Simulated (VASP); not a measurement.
# TiSn7O16 (P1) in VASP: single point with HSE06

Aim: the single point of TiSn7O16 with HSE06.

Everything below comes from runs of VASP 6.6.1. Logs are shortened: lines on timing, memory, paths and dates and some standing lists are left out, and cuts for length are marked.

## Step 1: The cell of the first run

The typed cell holds 72 atoms: a = 9.501 Å, b = 9.501 Å, c = 9.556 Å, α = 90.00°, β = 90.00°, γ = 90.00°.

## Step 2: Single point, HSE06

Contents of POSCAR:

```
TiSn7O16
1.0
    9.5009090000      0.0000000000      0.0000000000
    0.0000000000      9.5007000000      0.0000000000
    0.0000000000      0.0000000000      9.5561860000
Sn Ti O
21 3 48
Direct
    0.9998990000      0.0001430000      0.9990390000
    0.9999000000      0.0001330000      0.3323710000
    0.9999020000      0.0001370000      0.6657050000
    0.4999220000      0.0001470000      0.9988940000
    0.4999250000      0.0001390000      0.3322270000
    0.4999150000      0.0001480000      0.6655600000
    0.4999040000      0.5001280000      0.9990400000
    0.4999110000      0.5001320000      0.3323720000
    0.4999110000      0.5001280000      0.6657060000
    0.2479790000      0.2520450000      0.1654010000
    0.2479790000      0.2520530000      0.4987250000
    0.2479620000      0.2520650000      0.8320620000
    0.2459840000      0.7462150000      0.1662430000
    0.2459830000      0.7462100000      0.4995780000
    0.2459880000      0.7462150000      0.8329140000
    0.7538480000      0.2540820000      0.1662890000
    0.7538500000      0.2540780000      0.4996200000
    0.7538560000      0.2540870000      0.8329550000
    0.7518390000      0.7481900000      0.1653900000
    0.7518380000      0.7481990000      0.4987330000
    0.7518200000      0.7482080000      0.8320660000
    0.9999510000      0.5001190000      0.0220650000
    0.9999270000      0.5001490000      0.3554050000
    0.9998900000      0.5001760000      0.6887360000
    0.1525490000      0.1533650000      0.9986970000
    0.1525710000      0.1533330000      0.3320300000
    0.1525620000      0.1533520000      0.6653590000
    0.1460210000      0.6462010000      0.9997020000
    0.1459970000      0.6462260000      0.3330370000
    0.1460130000      0.6462150000      0.6663750000
    0.6553580000      0.1555510000      0.9993760000
    0.6553500000      0.1555550000      0.3327120000
    0.6553600000      0.1555500000      0.6660500000
    0.6531520000      0.6527530000      0.9986930000
    0.6531780000      0.6527360000      0.3320310000
    0.6531640000      0.6527470000      0.6653640000
    0.3466010000      0.3475620000      0.9986790000
    0.3466320000      0.3475420000      0.3320110000
    0.3466150000      0.3475530000      0.6653450000
    0.3444720000      0.8447260000      0.9993090000
    0.3444620000      0.8447300000      0.3326420000
    0.3444700000      0.8447200000      0.6659740000
    0.8538120000      0.3540480000      0.9997260000
    0.8537820000      0.3540750000      0.3330570000
    0.8538050000      0.3540580000      0.6663870000
    0.8472760000      0.8468960000      0.9986740000
    0.8472960000      0.8468680000      0.3320100000
    0.8472840000      0.8468860000      0.6653510000
    0.0928960000      0.4070460000      0.1648140000
    0.0928970000      0.4070480000      0.4980820000
    0.0928750000      0.4070570000      0.8314610000
    0.0950330000      0.9010750000      0.1657320000
    0.0950250000      0.9010630000      0.4990760000
    0.0950350000      0.9010750000      0.8324080000
    0.5989560000      0.4049850000      0.1657510000
    0.5989610000      0.4049880000      0.4990920000
    0.5989640000      0.4049880000      0.8324240000
    0.5975540000      0.9024360000      0.1655630000
    0.5975500000      0.9024380000      0.4988990000
    0.5975430000      0.9024410000      0.8322270000
    0.4022520000      0.0978050000      0.1655610000
    0.4022500000      0.0978070000      0.4988970000
    0.4022450000      0.0978140000      0.8322320000
    0.4008780000      0.5953010000      0.1657440000
    0.4008810000      0.5953010000      0.4990730000
    0.4008850000      0.5952990000      0.8324040000
    0.9047980000      0.0992310000      0.1657600000
    0.9047910000      0.0992200000      0.4990870000
    0.9047990000      0.0992280000      0.8324190000
    0.9068670000      0.5931490000      0.1647530000
    0.9068680000      0.5931520000      0.4981610000
    0.9068530000      0.5931570000      0.8314440000
```

Contents of INCAR.step1:

```
SYSTEM = TiSn7O16
  PREC = Accurate
  ENCUT = 520
  EDIFF = 1E-5
  ISMEAR = -1
  SIGMA = 0.05
  LREAL = Auto
  LASPH = .TRUE.
  NELM = 120
  ALGO = Normal
  ISIF = 2
  LWAVE = .TRUE.
  LCHARG = .FALSE.
  GGA = PE
  ISYM = -1
  NBANDS = 351
  GGA_COMPAT = .FALSE.
  KPAR = 1
```

Contents of INCAR.step2:

```
SYSTEM = TiSn7O16
  PREC = Accurate
  ENCUT = 520
  EDIFF = 1E-6
  ISMEAR = -1
  SIGMA = 0.05
  LREAL = Auto
  LASPH = .TRUE.
  NELM = 120
  ALGO = Normal
  ISIF = 2
  LWAVE = .FALSE.
  LCHARG = .FALSE.
  GGA = PE
  LHFCALC = .TRUE.
  HFSCREEN = 0.2079
  PRECFOCK = Fast
  ISTART = 1
  ISYM = -1
  NBANDS = 351
  GGA_COMPAT = .FALSE.
  KPAR = 1
```

Contents of KPOINTS:

```
explicit points
1
Reciprocal
  0.25000000   0.25000000   0.25000000 1
```

Potentials or basis: VASP PAW PBE potentials, release 64 (Sn_d, Ti_sv, O).

Started as:

```
$ cat potpaw_PBE.64/Sn_d/POTCAR potpaw_PBE.64/Ti_sv/POTCAR potpaw_PBE.64/O/POTCAR > POTCAR
$ cp INCAR.step1 INCAR
$ mpirun -np 4 vasp_std > vasp.out
$ cp INCAR.step2 INCAR
$ mpirun -np 4 vasp_std > vasp.out
```

OUTCAR:

```text
SYSTEM = TiSn7O16
   PREC = Accurate
   ENCUT = 520
   EDIFF = 1E-6
   ISMEAR = -1
   LREAL = Auto
   LASPH = .TRUE.
   NELM = 120
   ISIF = 2
   GGA = PE
   LHFCALC = .TRUE.
   HFSCREEN = 0.2079
   PRECFOCK = Fast
   ISTART = 1
   ISYM = -1

 ion  position               nearest neighbor table
   1  1.000  0.000  0.999-  46 2.05  25 2.05  69 2.06  54 2.06  52 2.06  67 2.06   2 3.19   3 3.19
                            18 3.72  15 3.72  10 3.72  19 3.72  12 3.72  21 3.72  13 3.72  16 3.72
   2  1.000  0.000  0.332-  47 2.05  26 2.05  67 2.06  52 2.06  53 2.06  68 2.06   1 3.19   3 3.19
                            16 3.72  13 3.72  11 3.72  20 3.72  10 3.72  19 3.72  14 3.72  17 3.72
   3  1.000  0.000  0.666-  48 2.05  27 2.05  68 2.06  53 2.06  54 2.06  69 2.06   2 3.19   1 3.19
                            17 3.72  14 3.72  12 3.72  21 3.72  11 3.72  20 3.72  15 3.72  18 3.72
   4  0.500  0.000  0.999-  60 2.06  61 2.06  63 2.06  58 2.06  31 2.09  40 2.09   5 3.19   6 3.19
                            10 3.74  19 3.74  21 3.74  12 3.74
   5  0.500  0.000  0.332-  58 2.06  59 2.06  61 2.06  62 2.06  32 2.09  41 2.09   4 3.19   6 3.19
                            20 3.74  11 3.74  10 3.74  19 3.74
   6  0.500  0.000  0.666-  62 2.06  59 2.06  60 2.06  63 2.06  33 2.09  42 2.09   5 3.19   4 3.19
                            21 3.74  12 3.74  11 3.74  20 3.74
   7  0.500  0.500  0.999-  37 2.05  34 2.05  57 2.06  66 2.06  64 2.06  55 2.06   8 3.19   9 3.19
                            18 3.72  15 3.72  19 3.72  10 3.72  21 3.72  12 3.72  13 3.72  16 3.72
   8  0.500  0.500  0.332-  38 2.05  35 2.05  55 2.06  64 2.06  65 2.06  56 2.06   7 3.19   9 3.19
                            16 3.72  13 3.72  20 3.72  11 3.72  19 3.72  10 3.72  14 3.72  17 3.72
   9  0.500  0.500  0.666-  39 2.05  36 2.05  56 2.06  65 2.06  66 2.06  57 2.06   8 3.19   7 3.19
                            17 3.72  14 3.72  21 3.72  12 3.72  20 3.72  11 3.72  15 3.72  18 3.72
  10  0.248  0.252  0.165-  38 2.06  26 2.06  25 2.06  37 2.06  61 2.07  49 2.08  11 3.19  12 3.19
                             1 3.72   7 3.72   2 3.72   8 3.72   4 3.74   5 3.74
  11  0.248  0.252  0.499-  39 2.06  27 2.06  26 2.06  38 2.06  62 2.07  50 2.08  10 3.19  12 3.19
                             2 3.72   8 3.72   3 3.72   9 3.72   5 3.74   6 3.74
[... 69 lines left out ...]
  71  0.907  0.593  0.498-  23 1.85  20 2.08  24 2.21
  72  0.907  0.593  0.831-  24 1.85  21 2.08  22 2.21

IMPORTANT INFORMATION: All symmetrisations will be switched off!
NOSYMM: (Re-)initialisation of all symmetry stuff for point group C_1.

----------------------------------------------------------------------------------------

                                     Primitive cell

  volume of cell :     862.5919

  direct lattice vectors                    reciprocal lattice vectors
     9.500909000  0.000000000  0.000000000     0.105253087  0.000000000  0.000000000
     0.000000000  9.500700000  0.000000000     0.000000000  0.105255402  0.000000000
     0.000000000  0.000000000  9.556186000     0.000000000  0.000000000  0.104644259

  length of vectors
     9.500909000  9.500700000  9.556186000     0.105253087  0.105255402  0.104644259

  position of ions in fractional coordinates (direct lattice)
     0.999899000  0.000143000  0.999039000
     0.999900000  0.000133000  0.332371000
     0.999902000  0.000137000  0.665705000
     0.499922000  0.000147000  0.998894000
     0.499925000  0.000139000  0.332227000
     0.499915000  0.000148000  0.665560000
[... 64 lines left out ...]
     0.906868000  0.593152000  0.498161000
     0.906853000  0.593157000  0.831444000

  ion indices of the primitive-cell ions
   primitive index   ion index
                 1           1
                 2           2
                 3           3
                 4           4
                 5           5
                 6           6
[... 64 lines left out ...]
                71          71
                72          72

----------------------------------------------------------------------------------------

 KPOINTS: explicit points

Read explicit list of k-points.

 Found      1 k-points:

 Following reciprocal coordinates:
            Coordinates               Weight
  0.250000  0.250000  0.250000      1.000000
   k-points           NKPTS =      1   k-points in BZ     NKDIM =      1   number of bands    NBANDS=    352
   number of dos      NEDOS =    301   number of ions     NIONS =     72
   total plane-waves  NPLWV = 373248
   dimension x,y,z NGX =    72 NGY =   72 NGZ =   72
   dimension x,y,z NGXF=   144 NGYF=  144 NGZF=  144
   ions per type =              21   3  48
   NGX,Y,Z   is equivalent  to a cutoff of  12.60, 12.60, 12.53 a.u.
   NGXF,Y,Z  is equivalent  to a cutoff of  25.20, 25.20, 25.05 a.u.
 SYSTEM =  TiSn7O16
   PREC   = accura    normal or accurate (medium, high low for compatibility)
   ISTART =      1    job   : 0-new  1-cont  2-samecut
   ICHARG =      0    charge: 1-file 2-atom 10-const
   ISPIN  =      1    spin polarized calculation?
   LNONCOLLINEAR =      F non collinear calculations
   LSORBIT =      F    spin-orbit coupling
   LASPH  =      T    aspherical Exc in radial PAW
   ENCUT  =  520.0 eV  38.22 Ry    6.18 a.u.  17.67 17.67 17.77*2*pi/ulx,y,z
   NELM   =    120;   NELMIN=  2; NELMDL=  0     # of ELM steps
   EDIFF  = 0.1E-05   stopping-criterion for ELM
   LREAL  =      T    real-space projection
   EDIFFG = 0.1E-04   stopping-criterion for IOM
   NSW    =      0    number of steps for IOM
   IBRION =     -1    ionic relax: 0-MD 1-quasi-New 2-CG
   NFREE  =      0    steps in history (QN), initial steepest desc. (CG)
   ISIF   =      2    stress and relaxation
   ISYM   =     -1    0-nonsym 1-usesym 2-fastsym
   POTIM  = 0.5000    time-step for ionic-motion
   TEBEG  =    0.0;   TEEND  =   0.0 temperature during run
   PSTRESS=    0.0 pullay stress
   NELECT =     618.0000    total number of electrons
   NUPDOWN=      -1.0000    fix difference up-down
   EMIN   =  10.00;   EMAX   =-10.00  energy-range for DOS
   EFERMI =   0.00;   METHOD = LEGACY
   ISMEAR =    -1;   SIGMA  =   0.05  broadening in eV -4-tet -1-fermi 0-gaus
   EFERMI_NEDOS =   21; number of points for ismear=-14 and -15
   IALGO  =     38    algorithm
   IMIX   =      1    mixing-type and parameters
     AMIX     =   0.40;   BMIX     =  1.00
     AMIX_MAG =   1.60;   BMIX_MAG =  1.00
  volume/ion in A,a.u.               =      11.98        80.85
  Fermi-wavevector in a.u.,A,eV,Ry     =   1.464882  2.768225 29.196446  2.145878
  Thomas-Fermi vector in A             =   2.580805
   LORBIT       =      0    0 simple, 1 ext, 2 COOP (PROOUT), +10 PAW based schemes
   GGA     = PE    functional components
   LHFCALC =     T    Hartree Fock is set to
   PRECFOCK=fast      Normal, Fast or Accurate (Low or Medium for compatibility)
   ENCUT4O =  -1.0   cutoff for four orbital integrals eV
   NKREDX  =     1    reduce k-point grid by
   NKREDY  =     1    reduce k-point grid by
   NKREDZ  =     1    reduce k-point grid by
   AEXX    =    0.2500 exact exchange contribution
   HFSCREEN=    0.2079 screening length (either q_TF or 0.3 A-1)
   HFSCREENC=   0.2079 screening length for correlation (either q_TF or 0.3 A-1)
   ENCUTFOCK=  -1.0 apply spherical cutoff to Coloumb kernel
   IVDW    =     0    specifies the selected vdW correction
   LEPSILON=     F    determine dielectric tensor
   LRPA    =     F    only Hartree local field effects (RPA)
 non-spin polarized calculation
  energy-cutoff  :      520.00
  volume of cell :      862.59
 maximum number of plane-waves:     23213
 NGX is ok and might be reduce to    70
  NGX = 40; NGY = 40; NGZ = 40

 number of electron     617.9999968 magnetization

 Free energy of the ion-electron system (eV)
  ---------------------------------------------------
  ext. energy  EPLUGINS =         0.00000000
  ---------------------------------------------------
  free energy    TOTEN  =      -596.71422267 eV

  energy without entropy =     -596.71422267  energy(sigma->0) =     -596.71422267

 E-fermi :   5.6337     XC(G=0):  -9.1526

 val. band max:        4.3142181879   @ k =   0.2500   0.2500   0.2500
 cond. band min:       8.4686918781   @ k =   0.2500   0.2500   0.2500
 fundamental gap:      4.1544736902
 Fermi energy:         5.6337053825

 k-point     1 :       0.2500    0.2500    0.2500
  band No.  band energies     occupation
      1     -56.3479      2.00000
      2     -56.3405      2.00000
      3     -56.3331      2.00000
      4     -31.1006      2.00000
      5     -30.9930      2.00000
      6     -30.9701      2.00000
[... 313 lines left out ...]
    320      10.0864      0.00000
    321      10.0962      0.00000
 [bands above 321 left out]

------------------------ aborting loop because EDIFF is reached ----------------------------------------

  FORCE on cell =-STRESS in cart. coord.  units (eV):
  Direction    XX          YY          ZZ          XY          YZ          ZX
  --------------------------------------------------------------------------------------
  -------------------------------------------------------------------------------------
  Total       -9.6384425     -9.6419514    -16.5150733     -4.5669568     -0.1391786     -0.1016781
  in kB      -17.9024341    -17.9089517    -30.6750818     -8.4826614     -0.2585103     -0.1888568
  external PRESSURE =     -22.1621559 kB  Pullay stress =       0.0000000 kB

 VOLUME and BASIS-vectors are now :
 -----------------------------------------------------------------------------
  energy-cutoff  :      520.00
  volume of cell :      862.59
      direct lattice vectors                 reciprocal lattice vectors
     9.500909000  0.000000000  0.000000000     0.105253087  0.000000000  0.000000000
     0.000000000  9.500700000  0.000000000     0.000000000  0.105255402  0.000000000
     0.000000000  0.000000000  9.556186000     0.000000000  0.000000000  0.104644259

 POSITION                                       TOTAL-FORCE (eV/Angst)
 -----------------------------------------------------------------------------------
      9.49995      0.00136      9.54700         0.002730     -0.000499      0.002421
      9.49996      0.00126      3.17620         0.003164     -0.002009      0.003710
      9.49998      0.00130      6.36160         0.002820     -0.001858      0.003639
      4.74971      0.00140      9.54562         0.001537      0.002102     -0.001182
      4.74974      0.00132      3.17482         0.000508      0.000951     -0.000116
      4.74965      0.00141      6.36022         0.001354      0.002053      0.000088
[... 64 lines left out ...]
      8.61607      5.63536      4.76052        -0.060124      0.061134     -0.035559
      8.61593      5.63541      7.94543        -0.061637      0.062813     -0.036071
 -----------------------------------------------------------------------------------
    total drift:                                0.030137     -0.024509     -0.068056

  FREE ENERGIE OF THE ION-ELECTRON SYSTEM (eV)
  ---------------------------------------------------
  free  energy   TOTEN  =      -596.7142226706 eV

  energy  without entropy=     -596.7142226706  energy(sigma->0) =     -596.71422267
```

Run time: 38 min. Hardware: 4 MPI ranks of Intel Xeon Platinum 8259CL at 2.50GHz (Skylake/Cascade Lake), shared host; peak memory 0.83 GiB.

Results:

| Item | Value |
| --- | --- |
| Free energy | -596.7142 eV |
| Pressure | -2.2 GPa |
| Largest force | 0.145 eV/Å |
| Band gap on the k mesh | 4.15 eV |

Forces in eV/Å, atoms in the order of the input:
```
Sn   0.003  0.000  0.002
Sn   0.003 -0.002  0.004
Sn   0.003 -0.002  0.004
Sn   0.002  0.002 -0.001
Sn   0.001  0.001  0.000
Sn   0.001  0.002  0.000
Sn   0.002 -0.001  0.003
Sn   0.002 -0.001  0.004
Sn   0.002 -0.001  0.003
Sn   0.013 -0.013 -0.015
Sn   0.013 -0.012 -0.014
Sn   0.013 -0.013 -0.015
Sn  -0.014 -0.015  0.004
Sn  -0.014 -0.014  0.004
Sn  -0.014 -0.015  0.003
Sn   0.014  0.013  0.004
Sn   0.014  0.014  0.004
Sn   0.014  0.012  0.004
Sn  -0.013  0.011 -0.014
Sn  -0.011  0.009 -0.013
Sn  -0.009  0.008 -0.015
Ti  -0.002 -0.002  0.025
Ti  -0.003 -0.002  0.023
Ti  -0.002 -0.003  0.022
O    0.016  0.036 -0.001
O    0.016  0.037 -0.003
O    0.016  0.037 -0.001
O    0.098  0.099  0.038
O    0.097  0.098  0.036
O    0.097  0.098  0.039
O    0.031  0.033 -0.004
O    0.031  0.032 -0.007
O    0.031  0.033 -0.004
O    0.037  0.018 -0.001
O    0.036  0.019 -0.005
O    0.036  0.019 -0.001
O   -0.034 -0.017 -0.003
O   -0.036 -0.017 -0.006
O   -0.035 -0.017 -0.003
O   -0.032 -0.031 -0.005
O   -0.032 -0.031 -0.008
O   -0.032 -0.030 -0.004
O   -0.100 -0.097  0.038
O   -0.098 -0.097  0.036
O   -0.100 -0.097  0.039
O   -0.018 -0.037 -0.003
O   -0.018 -0.036 -0.006
O   -0.018 -0.036 -0.003
O    0.062 -0.059 -0.034
O    0.062 -0.060 -0.033
O    0.062 -0.059 -0.036
O   -0.002  0.016  0.003
O   -0.001  0.017  0.001
O   -0.001  0.016 -0.001
O   -0.018  0.002  0.003
O   -0.018  0.001  0.001
O   -0.018  0.001 -0.001
O   -0.031  0.032  0.003
O   -0.031  0.032  0.002
O   -0.031  0.033  0.000
O    0.032 -0.031  0.002
O    0.032 -0.031  0.001
O    0.031 -0.031 -0.001
O    0.016 -0.001  0.003
O    0.016 -0.002  0.001
O    0.015 -0.001  0.000
O    0.000 -0.019  0.004
O    0.000 -0.018  0.002
O    0.000 -0.018  0.000
O   -0.061  0.062 -0.033
O   -0.060  0.061 -0.036
O   -0.062  0.063 -0.036
```

Stress tensor (GPa, compression positive):
```
-1.79 -0.85 -0.02
-0.85 -1.79 -0.03
-0.02 -0.03 -3.07
```

Caveat: the PAW data sets were made with another functional, which shifts forces and pressure a little; spin-orbit coupling is left out, which moves the levels of the heavy elements; a shifted mesh leaves out Γ, where band edges can lie. A k mesh can miss the band edges.
